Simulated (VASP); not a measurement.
# GaN (P1) in VASP: a series of runs

GaN is run at these levels: PBE; tasks: single point.

Everything below comes from runs of VASP 6.6.1. Logs are shortened: lines on timing, memory, paths and dates and some standing lists are left out, and cuts for length are marked.

## Step 1: The cell of the first run

The typed cell holds 16 atoms: a = 6.378 Å, b = 6.378 Å, c = 5.192 Å, α = 90.00°, β = 90.00°, γ = 120.00°.

## Step 2: Single point, PBE

Contents of INCAR:

```
PREC = Accurate
ENCUT = 600
EDIFF = 1E-6
ISMEAR = 0
SIGMA = 0.01
LREAL = F
LASPH = T
NELM = 120
ALGO = Normal
ISIF = 2
LWAVE = F
LCHARG = F
GGA = PE
NBANDS = 86
GGA_COMPAT = F
```

Contents of KPOINTS:

```
Automatic mesh
0
Gamma
  1 1 1
```

Contents of POSCAR:

```
GaN
1.0
    6.3778600000      0.0000000000      0.0000000000
   -3.1889300000      5.5233900000      0.0000000000
    0.0000000000      0.0000000000      5.1923570000
Ga N
8 8
Direct
    0.3479980000      0.1625090000      0.5021260000
    0.1675850000      0.3385710000      0.9882830000
    0.3276470000      0.6693130000      0.4948660000
    0.1466110000      0.8408010000      0.9960650000
    0.8236910000      0.1757200000      0.4893350000
    0.6653710000      0.3334540000      1.0007710000
    0.8421180000      0.6597250000      0.4974430000
    0.6530750000      0.8342290000      0.9855240000
    0.3307320000      0.1619540000      0.8676370000
    0.1613740000      0.3301200000      0.3737070000
    0.3286710000      0.6683500000      0.8776870000
    0.1669980000      0.8279750000      0.3773920000
    0.8317870000      0.1696950000      0.8479160000
    0.6652000000      0.3315180000      0.3715740000
    0.8226190000      0.6806990000      0.8803530000
    0.6657850000      0.8335840000      0.3637110000
```

Potentials or basis: VASP PAW PBE potentials, release 64 (Ga_d, N).

Launch:

```
$ cat potpaw_PBE.64/Ga_d/POTCAR potpaw_PBE.64/N/POTCAR > POTCAR
$ mpirun -np 1 vasp_gam > vasp.out
```

OUTCAR:

```text
PREC = Accurate
   ENCUT = 600
   EDIFF = 1E-6
   ISMEAR = 0
   LREAL = F
   LASPH = T
   NELM = 120
   ISIF = 2
   GGA = PE

 ion  position               nearest neighbor table
   1  0.348  0.163  0.502-  14 1.88   9 1.90  12 1.96  10 2.07
   2  0.168  0.339  0.988-  11 1.91   9 1.98  13 1.99  10 2.00
   3  0.328  0.669  0.495-  12 1.87  10 1.98  11 1.99  16 1.99
   4  0.147  0.841  0.996-  15 1.89   9 1.90  12 1.99  11 2.05
   5  0.824  0.176  0.489-  14 1.84  13 1.86  10 1.96  16 2.00
   6  0.665  0.333  0.001-  14 1.93   9 1.97  13 1.99  15 2.02
[... 8 lines left out ...]
  15  0.823  0.681  0.880-   8 1.87   4 1.89   7 2.00   6 2.02
  16  0.666  0.834  0.364-   8 1.97   3 1.99   5 2.00   7 2.06

  LATTYP: Found a hexagonal cell.
 ALAT       =     6.3778600000
 C/A-ratio  =     0.8141221350

  Lattice vectors:

 A1 = (   6.3778600000,   0.0000000000,   0.0000000000)
 A2 = (  -3.1889300000,   5.5233900000,   0.0000000000)
 A3 = (   0.0000000000,   0.0000000000,   5.1923570000)

Analysis of symmetry for initial positions (statically):
=====================================================================
 Subroutine PRICEL returns:
 Original cell was already a primitive cell.

 Routine SETGRP: Setting up the symmetry group for a
 hexagonal supercell.

 Subroutine GETGRP returns: Found  1 space group operations
 (whereof  1 operations were pure point group operations)
 out of a pool of 24 trial point group operations.

The static configuration has the point symmetry C_1 .

Analysis of symmetry for dynamics (positions and initial velocities):
=====================================================================
 Subroutine PRICEL returns:
 Original cell was already a primitive cell.

 Routine SETGRP: Setting up the symmetry group for a
 hexagonal supercell.

 Subroutine GETGRP returns: Found  1 space group operations
 (whereof  1 operations were pure point group operations)
 out of a pool of 24 trial point group operations.

The dynamic configuration has the point symmetry C_1 .

 Subroutine INISYM returns: Found  1 space group operations
 (whereof  1 operations are pure point group operations),
 and found     1 'primitive' translations

----------------------------------------------------------------------------------------

                                     Primitive cell

  volume of cell :     182.9133

  direct lattice vectors                    reciprocal lattice vectors
     6.377860000  0.000000000  0.000000000     0.156792404  0.090524117  0.000000000
    -3.188930000  5.523390000  0.000000000     0.000000000  0.181048233  0.000000000
     0.000000000  0.000000000  5.192357000     0.000000000  0.000000000  0.192590764

  length of vectors
     6.377860000  6.377861055  5.192357000     0.181048263  0.181048233  0.192590764

  position of ions in fractional coordinates (direct lattice)
     0.347998000  0.162509000  0.502126000
     0.167585000  0.338571000  0.988283000
     0.327647000  0.669313000  0.494866000
     0.146611000  0.840801000  0.996065000
     0.823691000  0.175720000  0.489335000
     0.665371000  0.333454000  0.000771000
[... 8 lines left out ...]
     0.822619000  0.680699000  0.880353000
     0.665785000  0.833584000  0.363711000

  ion indices of the primitive-cell ions
   primitive index   ion index
                 1           1
                 2           2
                 3           3
                 4           4
                 5           5
                 6           6
[... 8 lines left out ...]
                15          15
                16          16

----------------------------------------------------------------------------------------

 KPOINTS: Automatic mesh

Automatic generation of k-mesh.
 Grid dimensions read from file:
 generate k-points for:    1    1    1

 Generating k-lattice:

  Cartesian coordinates                     Fractional coordinates (reciprocal lattice)
     0.156792404  0.090524117  0.000000000     1.000000000  0.000000000  0.000000000
     0.000000000  0.181048233  0.000000000     0.000000000  1.000000000  0.000000000
     0.000000000  0.000000000  0.192590764     0.000000000  0.000000000  1.000000000

  Length of vectors
     0.181048263  0.181048233  0.192590764

  Shift w.r.t. Gamma in fractional coordinates (k-lattice)
     0.000000000  0.000000000  0.000000000

 Subroutine IBZKPT returns following result:
 ===========================================

 Found      1 irreducible k-points:

 Following reciprocal coordinates:
            Coordinates               Weight
  0.000000  0.000000  0.000000      1.000000
   k-points           NKPTS =      1   k-points in BZ     NKDIM =      1   number of bands    NBANDS=     86
   number of dos      NEDOS =    301   number of ions     NIONS =     16
   total plane-waves  NPLWV = 122472
   dimension x,y,z NGX =    54 NGY =   54 NGZ =   42
   dimension x,y,z NGXF=   108 NGYF=  108 NGZF=   84
   ions per type =               8   8
   NGX,Y,Z   is equivalent  to a cutoff of  14.08, 14.08, 13.45 a.u.
   NGXF,Y,Z  is equivalent  to a cutoff of  28.15, 28.15, 26.89 a.u.
 SYSTEM =  unknown system
   PREC   = accura    normal or accurate (medium, high low for compatibility)
   ISTART =      0    job   : 0-new  1-cont  2-samecut
   ICHARG =      2    charge: 1-file 2-atom 10-const
   ISPIN  =      1    spin polarized calculation?
   LNONCOLLINEAR =      F non collinear calculations
   LSORBIT =      F    spin-orbit coupling
   LASPH  =      T    aspherical Exc in radial PAW
   ENCUT  =  600.0 eV  44.10 Ry    6.64 a.u.  12.74 12.74 10.37*2*pi/ulx,y,z
   NELM   =    120;   NELMIN=  2; NELMDL= -5     # of ELM steps
   EDIFF  = 0.1E-05   stopping-criterion for ELM
   LREAL  =      F    real-space projection
[... 7 lines left out ...]
   TEBEG  =    0.0;   TEEND  =   0.0 temperature during run
   PSTRESS=    0.0 pullay stress
   NELECT =     144.0000    total number of electrons
   NUPDOWN=      -1.0000    fix difference up-down
   EMIN   =  10.00;   EMAX   =-10.00  energy-range for DOS
   EFERMI =   0.00;   METHOD = LEGACY
   ISMEAR =     0;   SIGMA  =   0.01  broadening in eV -4-tet -1-fermi 0-gaus
   EFERMI_NEDOS =   21; number of points for ismear=-14 and -15
   IALGO  =     38    algorithm
   IMIX   =      4    mixing-type and parameters
     AMIX     =   0.40;   BMIX     =  1.00
     AMIX_MAG =   1.60;   BMIX_MAG =  1.00
  volume/ion in A,a.u.               =      11.43        77.15
  Fermi-wavevector in a.u.,A,eV,Ry     =   1.511636  2.856578 31.089906  2.285044
  Thomas-Fermi vector in A             =   2.621667
   LORBIT       =      0    0 simple, 1 ext, 2 COOP (PROOUT), +10 PAW based schemes
   GGA     = PE    functional components
   LHFCALC =     F    Hartree Fock is set to
   AEXX    =    0.0000 exact exchange contribution
   IVDW    =     0    specifies the selected vdW correction
   LEPSILON=     F    determine dielectric tensor
   LRPA    =     F    only Hartree local field effects (RPA)
 non-spin polarized calculation
 Gauss-broadening in eV      SIGMA  =   0.01
  energy-cutoff  :      600.00
  volume of cell :      182.91
 maximum number of plane-waves:      3086
 NGX is ok and might be reduce to    50
   NGX = 25   NGY = 25   NGZ = 21

 number of electron     144.0000003 magnetization

 Free energy of the ion-electron system (eV)
  ---------------------------------------------------
  ext. energy  EPLUGINS =         0.00000000
  ---------------------------------------------------
  free energy    TOTEN  =       -91.45885414 eV

  energy without entropy =      -91.45885414  energy(sigma->0) =      -91.45885414

 E-fermi :   5.7809     XC(G=0): -11.6169

 val. band max:        5.6880703458   @ k =   0.0000   0.0000   0.0000
 cond. band min:       7.2850220051   @ k =   0.0000   0.0000   0.0000
 fundamental gap:      1.5969516593
 Fermi energy:         5.7808911271

 k-point     1 :       0.0000    0.0000    0.0000
  band No.  band energies     occupation
      1     -10.7921      2.00000
      2     -10.1654      2.00000
      3      -9.8951      2.00000
      4      -9.8370      2.00000
      5      -9.6464      2.00000
      6      -9.4738      2.00000
[... 76 lines left out ...]
     83      11.7364      0.00000
     84      13.7764      0.00000
 [bands above 84 left out]

------------------------ aborting loop because EDIFF is reached ----------------------------------------

  FORCE on cell =-STRESS in cart. coord.  units (eV):
  Direction    XX          YY          ZZ          XY          YZ          ZX
  --------------------------------------------------------------------------------------
  -------------------------------------------------------------------------------------
  Total       14.7109450     12.3808771     -9.0959656      0.7028085     -0.7918705      0.5632645
  in kB      128.8563772    108.4468047    -79.6735476      6.1560534     -6.9361661      4.9337564
  external PRESSURE =      52.5432115 kB  Pullay stress =       0.0000000 kB

 VOLUME and BASIS-vectors are now :
 -----------------------------------------------------------------------------
  energy-cutoff  :      600.00
  volume of cell :      182.91
      direct lattice vectors                 reciprocal lattice vectors
     6.377860000  0.000000000  0.000000000     0.156792404  0.090524117  0.000000000
    -3.188930000  5.523390000  0.000000000     0.000000000  0.181048233  0.000000000
     0.000000000  0.000000000  5.192357000     0.000000000  0.000000000  0.192590764

 POSITION                                       TOTAL-FORCE (eV/Angst)
 -----------------------------------------------------------------------------------
      1.70125      0.89760      2.60722        -2.509337      0.038350     -0.547578
     -0.01085      1.87006      5.13152        -0.312761     -0.396512      0.491754
     -0.04471      3.69688      2.56952         1.693481     -0.890463      0.024466
     -1.74619      4.64407      5.17193         1.690044     -0.639368      0.416185
      4.69303      0.97057      2.54080         2.577573     -1.717629     -0.580672
      3.18028      1.84180      0.00400        -0.059484      0.224528     -0.826268
[... 8 lines left out ...]
      3.07585      3.75977      4.57111         1.021297     -1.726464     -0.757555
      1.58804      4.60421      1.88852         0.057097      0.007111      0.338527
 -----------------------------------------------------------------------------------
    total drift:                               -0.000136      0.000182     -0.000730

  FREE ENERGIE OF THE ION-ELECTRON SYSTEM (eV)
  ---------------------------------------------------
  free  energy   TOTEN  =       -91.4588541353 eV

  energy  without entropy=      -91.4588541353  energy(sigma->0) =      -91.45885414
```

Wall time 67 s (1 thread of Intel Xeon 6975P-C (Granite Rapids), shared host); peak memory 0.31 GiB.

What came out:

* Free energy: -91.4589 eV
* Pressure: 5.3 GPa
* Largest force: 3.151 eV/Å

Forces in eV/Å, atoms in the order of the input:
```
Ga  -2.509  0.038 -0.548
Ga  -0.313 -0.397  0.492
Ga   1.693 -0.890  0.024
Ga   1.690 -0.639  0.416
Ga   2.578 -1.718 -0.581
Ga  -0.059  0.225 -0.826
Ga  -2.010  1.239  0.157
Ga  -0.044  0.888  0.830
N    0.234  0.711  0.614
N    0.637 -0.026 -0.332
N   -1.351  0.049 -0.612
N   -0.638  0.835 -0.560
N   -0.420  0.525  1.779
N   -0.566  0.878 -0.434
N    1.021 -1.726 -0.758
N    0.057  0.007  0.339
```

Levels at points of the mesh, in eV from the Fermi level:
```
           k point  band 70  band 71  band 72  band 73  band 74  band 75
(0.00, 0.00, 0.00)    -0.25    -0.18    -0.09     1.50     3.74     4.37
```

Caveat: the k points lie up to 1.21 Å⁻¹ apart; forces of over 1 eV/Å act on the atoms, so gaps and moduli don't describe the material at rest.

## Step 3: Single point, PBE

Contents of INCAR:

```
SYSTEM = GaN
  PREC = Accurate
  ENCUT = 600
  EDIFF = 1E-6
  ISMEAR = 0
  SIGMA = 0.01
  LREAL = .FALSE.
  LASPH = .TRUE.
  NELM = 120
  ALGO = Normal
  ISIF = 2
  LWAVE = .FALSE.
  LCHARG = .FALSE.
  GGA = PE
  NBANDS = 86
  GGA_COMPAT = .FALSE.
```

Contents of KPOINTS:

```
Automatic mesh
0
G
  1 1 1
  0 0 0
```

POSCAR is that of step 2.

Potentials or basis: VASP PAW PBE potentials, release 64 (Ga_d, N).

Launch:

```
$ cat potpaw_PBE.64/Ga_d/POTCAR potpaw_PBE.64/N/POTCAR > POTCAR
$ mpirun -np 1 vasp_gam > vasp.out
```

Wall time 65 s (1 thread of Intel Xeon 6975P-C (Granite Rapids), shared host); peak memory 0.31 GiB.

Results (log left out):

```yaml
Free_energy: -91.4589 eV
Pressure: 5.3 GPa
Largest_force: 3.151 eV/Å
```

Forces in eV/Å, atoms in the order of the input:
```
Ga  -2.509  0.038 -0.548
Ga  -0.313 -0.397  0.492
Ga   1.693 -0.890  0.024
Ga   1.690 -0.639  0.416
Ga   2.578 -1.718 -0.581
Ga  -0.059  0.225 -0.826
Ga  -2.010  1.239  0.157
Ga  -0.044  0.888  0.830
N    0.234  0.711  0.614
N    0.637 -0.026 -0.332
N   -1.351  0.049 -0.612
N   -0.638  0.835 -0.560
N   -0.420  0.525  1.779
N   -0.566  0.878 -0.434
N    1.021 -1.726 -0.758
N    0.057  0.007  0.339
```

Stress tensor (GPa, compression positive):
```
12.89  0.62  0.49
 0.62 10.84 -0.69
 0.49 -0.69 -7.97
```

Levels at points of the mesh, in eV from the Fermi level:
| k point | band 70 | band 71 | band 72 | band 73 | band 74 | band 75 |
| --- | --- | --- | --- | --- | --- | --- |
| (0.00, 0.00, 0.00) | -0.25 | -0.18 | -0.09 | 1.50 | 3.74 | 4.37 |

Caveat: the k points lie up to 1.21 Å⁻¹ apart; forces of over 1 eV/Å act on the atoms, so gaps and moduli don't describe the material at rest.
